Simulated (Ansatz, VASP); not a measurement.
## InPd in VASP and in Ansatz

POSCAR

```
InPd
1.0
    3.3360556752      0.0000000000      0.0000000000
    0.0000000000      3.3360556752      0.0000000000
    0.0000000000      0.0000000000      3.3360556752
In Pd
1 1
Direct
    0.0000000000      0.0000000000      0.0000000000
    0.5000000000      0.5000000000      0.5000000000
```

Contents of INCAR.step1:

```
SYSTEM = InPd
PREC = Accurate
ENCUT = 590
ISMEAR = -1
SIGMA = 0.05
LREAL = .FALSE.
LASPH = .TRUE.
NELM = 120
NBANDS = 22
GGA = PE
ALGO = Normal
EDIFF = 1E-5
LWAVE = .TRUE.
LCHARG = .FALSE.
GGA_COMPAT = .FALSE.
```

The input INCAR.step2:

```
SYSTEM = InPd
PREC = Accurate
ENCUT = 590
EDIFF = 1E-6
ISMEAR = -1
SIGMA = 0.05
LREAL = .FALSE.
LASPH = .TRUE.
NELM = 120
ALGO = Normal
ISIF = 2
LWAVE = .FALSE.
LCHARG = .FALSE.
METAGGA = R2SCAN
LMIXTAU = .TRUE.
NBANDS = 22
ISTART = 1
GGA_COMPAT = .FALSE.
```

Contents of KPOINTS:

```
regular mesh
0
G
  8 8 8
  0 0 0
```

File input.yaml:

```yaml
crystal:
  lattice:
    - [3.3360556752, 0.0, 0.0]
    - [0.0, 3.3360556752, 0.0]
    - [0.0, 0.0, 3.3360556752]
  atoms:
    - { symbol: In, position: [0.0, 0.0, 0.0] }
    - { symbol: Pd, position: [0.5, 0.5, 0.5] }
hamiltonian:
  xc: r2scan
  pseudopotentials: { kind: paw }
kpoints:
  mp_grid: { grid: [8, 8, 8] }
scf:
  occupations: { method: fermi_dirac, width: 0.05 }
output:
  forces: true
  stress: true
  eigenvalues: true
```

Alike in both runs: task single point; functional r2SCAN; k mesh 8 × 8 × 8; occupations fermi-dirac, width 0.05 eV; no spin polarisation.

|  | VASP | Ansatz |
| --- | --- | --- |
| version | VASP 6.6.1 | Ansatz 0.2.0 |
| potentials or method | VASP PAW PBE potentials, release 64 (In_d, Pd_sv_GW) | Ansatz PAW |
| plane-wave cutoff (eV) | 590 | 500 |
| valence electrons in the cell | 31 | 31 |

```csv
,VASP,Ansatz,Ansatz less VASP
gap on the k mesh at the Fermi level (eV),none,none,-
pressure (GPa),-7.3,-7.0,+0.25
```

VASP's potentials were made for PBE, not for r2SCAN. A gap of «none» marks a metal or a gap that the smearing closes.
